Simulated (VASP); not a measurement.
# Si (Fd-3m) in VASP: further runs

Runs on Si. Level: revPBE. Tasks: single point.

Program: VASP 6.6.1. These are calculated values, not measurements. Logs are shortened: lines on timing, memory, paths and dates and some standing lists are left out, and cuts for length are marked.

## (1) The cell of the first run

The structure is cubic, space group Fd-3m (No. 227). The conventional cell has a = 5.567 Å, b = 5.567 Å, c = 5.567 Å, α = 90.00°, β = 90.00°, γ = 90.00°. Si (site symmetry -43m) has 4 Si at 2.41 Å within 3.2 Å.

## (2) Single point, revPBE (volume scaled by 1.04)

Input file INCAR:

```
SYSTEM = Si
PREC     = Accurate       ! precision mode
ENCUT    = 520            ! plane-wave cutoff, eV
EDIFF    = 1E-7           ! SCF threshold, eV
ISMEAR   = -1             ! smearing method
SIGMA    = 0.05           ! smearing width, eV
LREAL    = .False.        ! projectors in reciprocal space
LASPH    = .True.         ! aspherical terms in the spheres
NELM     = 60             ! most SCF steps
ALGO     = Normal         ! electronic algorithm
ISIF     = 2              ! what is computed and relaxed
LWAVE    = .False.        ! write WAVECAR
LCHARG   = .False.        ! write CHGCAR
GGA      = RE             ! functional
NBANDS   = 11             ! bands
```

Input file KPOINTS:

```
Automatic mesh
0
Gamma
  9 9 9
  0 0 0
```

Input file POSCAR:

```
Si
1.0
    0.0000000000      2.7837025759      2.7837025759
    2.7837025759      0.0000000000      2.7837025759
    2.7837025759      2.7837025759      0.0000000000
Si
2
Direct
    0.5000000000      0.5000000000      0.5000000000
    0.7500000000      0.7500000000      0.7500000000
```

Potentials or basis: VASP PAW PBE potentials, release 64 (Si).

Run with:

```sh
> cat potpaw_PBE.64/Si/POTCAR > POTCAR
> mpirun -np 1 vasp_std > vasp.out
```

OUTCAR:

```text
SYSTEM = Si
   PREC = Accurate
   ENCUT = 520
   EDIFF = 1E-7
   ISMEAR = -1
   LREAL = .False.
   LASPH = .True.
   NELM = 60
   ISIF = 2
   GGA = RE

 ion  position               nearest neighbor table
   1  0.500  0.500  0.500-   2 2.41   2 2.41   2 2.41   2 2.41
   2  0.750  0.750  0.750-   1 2.41   1 2.41   1 2.41   1 2.41

  LATTYP: Found a face centered cubic cell.
 ALAT       =     5.5674051518

  Lattice vectors:

 A1 = (   0.0000000000,   2.7837025759,   2.7837025759)
 A2 = (   2.7837025759,   0.0000000000,   2.7837025759)
 A3 = (   2.7837025759,   2.7837025759,   0.0000000000)

Analysis of symmetry for initial positions (statically):
=====================================================================
 Subroutine PRICEL returns:
 Original cell was already a primitive cell.

 Routine SETGRP: Setting up the symmetry group for a
 face centered cubic supercell.

 Subroutine GETGRP returns: Found 48 space group operations
 (whereof 24 operations were pure point group operations)
 out of a pool of 48 trial point group operations.

The static configuration has the point symmetry T_d .
 The point group associated with its full space group is O_h .

Analysis of symmetry for dynamics (positions and initial velocities):
=====================================================================
 Subroutine PRICEL returns:
 Original cell was already a primitive cell.

 Routine SETGRP: Setting up the symmetry group for a
 face centered cubic supercell.

 Subroutine GETGRP returns: Found 48 space group operations
 (whereof 24 operations were pure point group operations)
 out of a pool of 48 trial point group operations.

The dynamic configuration has the point symmetry T_d .
 The point group associated with its full space group is O_h .

 Subroutine INISYM returns: Found 48 space group operations
 (whereof 24 operations are pure point group operations),
 and found     1 'primitive' translations

----------------------------------------------------------------------------------------

                                     Primitive cell

  volume of cell :      43.1418

  direct lattice vectors                    reciprocal lattice vectors
     0.000000000  2.783702576  2.783702576    -0.179616890  0.179616890  0.179616890
     2.783702576  0.000000000  2.783702576     0.179616890 -0.179616890  0.179616890
     2.783702576  2.783702576  0.000000000     0.179616890  0.179616890 -0.179616890

  length of vectors
     3.936749936  3.936749936  3.936749936     0.311105580  0.311105580  0.311105580

  position of ions in fractional coordinates (direct lattice)
     0.500000000  0.500000000  0.500000000
     0.750000000  0.750000000  0.750000000

  ion indices of the primitive-cell ions
   primitive index   ion index
                 1           1
                 2           2

----------------------------------------------------------------------------------------

 KPOINTS: Automatic mesh

Automatic generation of k-mesh.
 Grid dimensions read from file:
 generate k-points for:    9    9    9

 Generating k-lattice:

  Cartesian coordinates                     Fractional coordinates (reciprocal lattice)
    -0.019957432  0.019957432  0.019957432     0.111111111  0.000000000  0.000000000
     0.019957432 -0.019957432  0.019957432     0.000000000  0.111111111  0.000000000
     0.019957432  0.019957432 -0.019957432     0.000000000  0.000000000  0.111111111

  Length of vectors
     0.034567287  0.034567287  0.034567287

  Shift w.r.t. Gamma in fractional coordinates (k-lattice)
     0.000000000  0.000000000  0.000000000

 Subroutine IBZKPT returns following result:
 ===========================================

 Found     35 irreducible k-points:

 Following reciprocal coordinates:
            Coordinates               Weight
  0.000000  0.000000  0.000000      1.000000
  0.111111  0.000000  0.000000      8.000000
  0.222222  0.000000  0.000000      8.000000
  0.333333  0.000000  0.000000      8.000000
  0.444444  0.000000  0.000000      8.000000
  0.111111  0.111111  0.000000      6.000000
[... 16 lines left out ...]
 -0.333333  0.333333  0.000000     12.000000
  0.444444  0.444444  0.000000      6.000000
 [... further k-points ...]
   k-points           NKPTS =     35   k-points in BZ     NKDIM =     35   number of bands    NBANDS=     11
   number of dos      NEDOS =    301   number of ions     NIONS =      2
   total plane-waves  NPLWV =  27000
   dimension x,y,z NGX =    30 NGY =   30 NGZ =   30
   dimension x,y,z NGXF=    60 NGYF=   60 NGZF=   60
   ions per type =               2
   NGX,Y,Z   is equivalent  to a cutoff of  12.67, 12.67, 12.67 a.u.
   NGXF,Y,Z  is equivalent  to a cutoff of  25.34, 25.34, 25.34 a.u.
 SYSTEM =  Si
   PREC   = accura    normal or accurate (medium, high low for compatibility)
   ISTART =      0    job   : 0-new  1-cont  2-samecut
   ICHARG =      2    charge: 1-file 2-atom 10-const
   ISPIN  =      1    spin polarized calculation?
   LNONCOLLINEAR =      F non collinear calculations
   LSORBIT =      F    spin-orbit coupling
   LASPH  =      T    aspherical Exc in radial PAW
   ENCUT  =  520.0 eV  38.22 Ry    6.18 a.u.   7.32  7.32  7.32*2*pi/ulx,y,z
   NELM   =     60;   NELMIN=  2; NELMDL= -5     # of ELM steps
   EDIFF  = 0.1E-06   stopping-criterion for ELM
   LREAL  =      F    real-space projection
   EDIFFG = 0.1E-05   stopping-criterion for IOM
   NSW    =      0    number of steps for IOM
   IBRION =     -1    ionic relax: 0-MD 1-quasi-New 2-CG
   NFREE  =      0    steps in history (QN), initial steepest desc. (CG)
   ISIF   =      2    stress and relaxation
   ISYM   =      2    0-nonsym 1-usesym 2-fastsym
   POTIM  = 0.5000    time-step for ionic-motion
   TEBEG  =    0.0;   TEEND  =   0.0 temperature during run
   PSTRESS=    0.0 pullay stress
   NELECT =       8.0000    total number of electrons
   NUPDOWN=      -1.0000    fix difference up-down
   EMIN   =  10.00;   EMAX   =-10.00  energy-range for DOS
   EFERMI =   0.00;   METHOD = LEGACY
   ISMEAR =    -1;   SIGMA  =   0.05  broadening in eV -4-tet -1-fermi 0-gaus
   EFERMI_NEDOS =   21; number of points for ismear=-14 and -15
   IALGO  =     38    algorithm
   IMIX   =      4    mixing-type and parameters
     AMIX     =   0.40;   BMIX     =  1.00
     AMIX_MAG =   1.60;   BMIX_MAG =  1.00
  volume/ion in A,a.u.               =      21.57       145.57
  Fermi-wavevector in a.u.,A,eV,Ry     =   0.933552  1.764158 11.857749  0.871520
  Thomas-Fermi vector in A             =   2.060266
   LORBIT       =      0    0 simple, 1 ext, 2 COOP (PROOUT), +10 PAW based schemes
   GGA     = RE    functional components
   LHFCALC =     F    Hartree Fock is set to
   AEXX    =    0.0000 exact exchange contribution
   IVDW    =     0    specifies the selected vdW correction
   LEPSILON=     F    determine dielectric tensor
   LRPA    =     F    only Hartree local field effects (RPA)
 non-spin polarized calculation
  energy-cutoff  :      520.00
  volume of cell :       43.14
 maximum number of plane-waves:      1211
 NGX is ok and might be reduce to    30
   NGX = 15   NGY = 15   NGZ = 15

 number of electron       7.9999999 magnetization

 Free energy of the ion-electron system (eV)
  ---------------------------------------------------
  ext. energy  EPLUGINS =         0.00000000
  ---------------------------------------------------
  free energy    TOTEN  =       -10.41124774 eV

  energy without entropy =      -10.41124195  energy(sigma->0) =      -10.41124485

 E-fermi :   5.5138     XC(G=0):  -9.0463

 val. band max:        5.1504213349   @ k =   0.0000   0.0000   0.0000
 cond. band min:       5.9126587635   @ k =   0.4444   0.4444   0.0000
 fundamental gap:      0.7622374286
 Fermi energy:         5.5137646692

 k-point     1 :       0.0000    0.0000    0.0000
  band No.  band energies     occupation
      1      -6.2920      2.00000
      2       5.1504      1.99860
      3       5.1504      1.99860
      4       5.1504      1.99860
      5       7.6861      0.00000
      6       7.6861      0.00000
      7       7.6861      0.00000
      8       7.7770      0.00000
      9      12.7884      0.00000
     10      12.7884      0.00000
     11      12.9877      0.00000

 k-point     2 :       0.1111    0.0000    0.0000
  band No.  band energies     occupation
      1      -6.1408      2.00000
      2       3.8238      2.00000
      3       4.9311      1.99998
      4       4.9311      1.99998
      5       7.4994      0.00000
      6       8.0102      0.00000
      7       8.0102      0.00000
      8       9.0710      0.00000
      9      12.4142      0.00000
     10      12.4142      0.00000
     11      13.5888      0.00000

 k-point     3 :       0.2222    0.0000    0.0000
  band No.  band energies     occupation
      1      -5.6973      2.00000
      2       1.8461      2.00000
      3       4.5323      2.00000
      4       4.5323      2.00000
      5       7.0743      0.00000
      6       8.5239      0.00000
      7       8.5239      0.00000
      8      11.0569      0.00000
      9      12.2026      0.00000
     10      12.2026      0.00000
     11      14.1266      0.00000

 k-point     4 :       0.3333    0.0000    0.0000
  band No.  band energies     occupation
      1      -5.0099      2.00000
      2       0.0470      2.00000
      3       4.2098      2.00000
      4       4.2098      2.00000
      5       6.7093      0.00000
      6       8.6404      0.00000
      7       8.6404      0.00000
      8      12.7467      0.00000
      9      13.0154      0.00000
     10      13.0154      0.00000
     11      13.9400      0.00000
[... 239 lines left out ...]
 k-point    22 :      -0.4444    0.3333    0.0000
  band No.  band energies     occupation
      1      -3.0944      2.00000
      2      -1.6049      2.00000
      3       1.4334      2.00000
      4       2.8549      2.00000
      5       6.4599      0.00000
      6       8.7860      0.00000
      7      12.1318      0.00000
      8      12.1461      0.00000
      9      14.2004      0.00000
     10      14.4224      0.00000
     11      18.2754      0.00000

 k-point    23 :      -0.3333    0.3333    0.0000
  band No.  band energies     occupation
      1      -3.2656      2.00000
      2      -1.4161      2.00000
      3       1.1031      2.00000
      4       3.1843      2.00000
      5       6.8197      0.00000
      6      10.8894      0.00000
      7      11.3805      0.00000
      8      11.8891      0.00000
      9      12.1399      0.00000
     10      12.7569      0.00000
     11      19.1246      0.00000

 k-point    24 :       0.4444    0.4444    0.0000
  band No.  band energies     occupation
      1      -3.1869      2.00000
      2      -1.5822      2.00000
      3       2.5427      2.00000
      4       2.5427      2.00000
      5       5.9127      0.00069
      6       6.3141      0.00000
      7      14.0446      0.00000
      8      14.0446      0.00000
      9      16.3982      0.00000
     10      16.4509      0.00000
     11      16.5096      0.00000

 [... further k-points ...]
[... 5 lines left out ...]
  --------------------------------------------------------------------------------------
  -------------------------------------------------------------------------------------
  Total       -0.8931136     -0.8931136     -0.8931136      0.0000000      0.0000000     -0.0000000
  in kB      -33.1679634    -33.1679634    -33.1679634      0.0000000      0.0000000     -0.0000000
  external PRESSURE =     -33.1679634 kB  Pullay stress =       0.0000000 kB

 VOLUME and BASIS-vectors are now :
 -----------------------------------------------------------------------------
  energy-cutoff  :      520.00
  volume of cell :       43.14
      direct lattice vectors                 reciprocal lattice vectors
     0.000000000  2.783702576  2.783702576    -0.179616890  0.179616890  0.179616890
     2.783702576  0.000000000  2.783702576     0.179616890 -0.179616890  0.179616890
     2.783702576  2.783702576  0.000000000     0.179616890  0.179616890 -0.179616890

 POSITION                                       TOTAL-FORCE (eV/Angst)
 -----------------------------------------------------------------------------------
      2.78370      2.78370      2.78370         0.000000      0.000000      0.000000
      4.17555      4.17555      4.17555        -0.000000     -0.000000     -0.000000
 -----------------------------------------------------------------------------------
    total drift:                                0.000000     -0.000000     -0.000000

  FREE ENERGIE OF THE ION-ELECTRON SYSTEM (eV)
  ---------------------------------------------------
  free  energy   TOTEN  =       -10.4112477394 eV

  energy  without entropy=      -10.4112419523  energy(sigma->0) =      -10.41124485
```

It took 7.9 s on 1 thread of Intel Xeon 6975P-C (Granite Rapids), shared host; peak memory 0.16 GiB.

What came out:

| Quantity | Value |
| --- | --- |
| Free energy | -10.4112 eV |
| Pressure | -3.3 GPa |
| Band gap on the k mesh | 0.76 eV, indirect (least direct gap 2.47 eV) |

Levels at points of the mesh, in eV from the valence-band top:
| k point | band 2 | band 3 | band 4 | band 5 | band 6 | band 7 |
| --- | --- | --- | --- | --- | --- | --- |
| (0.00, 0.00, 0.00) | 0.00 | 0.00 | 0.00 | 2.54 | 2.54 | 2.54 |

Caveat: the PAW data sets were made with another functional, which shifts forces and pressure a little. A k mesh can miss the band edges.

## (3) Single point, revPBE (volume scaled by 1.08)

Input file INCAR:

```
PREC = Accurate
ENCUT = 520
EDIFF = 1E-7
ISMEAR = -1
SIGMA = 0.05
LREAL = False
LASPH = True
NELM = 100
ALGO = Normal
ISIF = 2
LWAVE = False
LCHARG = False
GGA = RE
NBANDS = 11
```

Input file KPOINTS:

```
Automatic mesh
0
Gamma
  9 9 9
```

Input file POSCAR:

```
Si
1.0
    0.0000000000      2.8189430585      2.8189430585
    2.8189430585      0.0000000000      2.8189430585
    2.8189430585      2.8189430585      0.0000000000
Si
2
Direct
    0.5000000000      0.5000000000      0.5000000000
    0.7500000000      0.7500000000      0.7500000000
```

Potentials or basis: VASP PAW PBE potentials, release 64 (Si).

Run with:

```sh
> cat potpaw_PBE.64/Si/POTCAR > POTCAR
> mpirun -np 1 vasp_std > vasp.out
```

Wall time 7.7 s (1 thread of Intel Xeon 6975P-C (Granite Rapids), shared host); peak memory 0.16 GiB.

The run converged. Its results:

```yaml
Free_energy: -10.3638 eV
Pressure: -5.8 GPa
Band_gap_on_the_k_mesh: 0.83 eV, indirect (least direct gap 2.22 eV)
```

Levels at points of the mesh, in eV from the valence-band top:
| k point | band 1 | band 2 | band 3 | band 4 | band 5 | band 6 | band 7 | band 8 |
| --- | --- | --- | --- | --- | --- | --- | --- | --- |
| (0.00, 0.00, 0.00) | -11.20 | 0.00 | 0.00 | 0.00 | 2.22 | 2.52 | 2.52 | 2.52 |

Caveat: the PAW data sets were made with another functional, which shifts forces and pressure a little. A k mesh can miss the band edges.
